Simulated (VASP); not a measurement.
Write the native input for VASP 6.6.1 that does the following.

```
Task                   : single point
Functional             : PBEsol
Potentials or basis    : VASP PAW PBE potentials, release 64 (Sn_d)
Cutoff                 : 520 eV
k mesh                 : 6 × 6 × 6
Occupations            : fermi-dirac, width 0.05 eV
Spin                   : no spin polarisation
Dipole correction      : no
Further INCAR settings : ALGO = Fast; EDIFF = 1e-06; NBANDS = 21
```

The structure of Sn lies in POSCAR:

```
Sn
1.0
    0.0000000000      3.3626765120      3.2333428000
    3.3626765120      0.0000000000      3.2333428000
    3.3626765120      3.3626765120      0.0000000000
Sn
2
Direct
    0.7500000000      0.7500000000      0.7500000000
    0.5000000000      0.5000000000      0.5000000000
```

The input as run:

INCAR

```
SYSTEM = Sn
  PREC = Accurate
  ENCUT = 520
  EDIFF = 1E-6
  ISMEAR = -1
  SIGMA = 0.05
  LREAL = .False.
  LASPH = .True.
  NELM = 80
  ALGO = Fast
  ISIF = 2
  LWAVE = .False.
  LCHARG = .False.
  GGA = PS
  NBANDS = 21
```

KPOINTS

```
Automatic mesh
0
Gamma
  6 6 6
  0 0 0
```

Potentials or basis: VASP PAW PBE potentials, release 64 (Sn_d).

Launch:

```bash
$ cat potpaw_PBE.64/Sn_d/POTCAR > POTCAR
$ mpirun -np 1 vasp_std > vasp.out
```

Results of the run:

- Pressure: -1.7 GPa
- Band gap on the k mesh: zero (band 14 reaches 4.81 eV, above the bottom of band 15 at 4.60 eV)

Caveat: the PAW data sets were made with another functional, which shifts forces and pressure a little; spin-orbit coupling is left out, which moves the levels of the heavy elements.

Run time: 17 s on 1 thread of Intel(R) Xeon(R) 6975P-C (Granite Rapids) (shared host), peak memory 0.21 GiB.
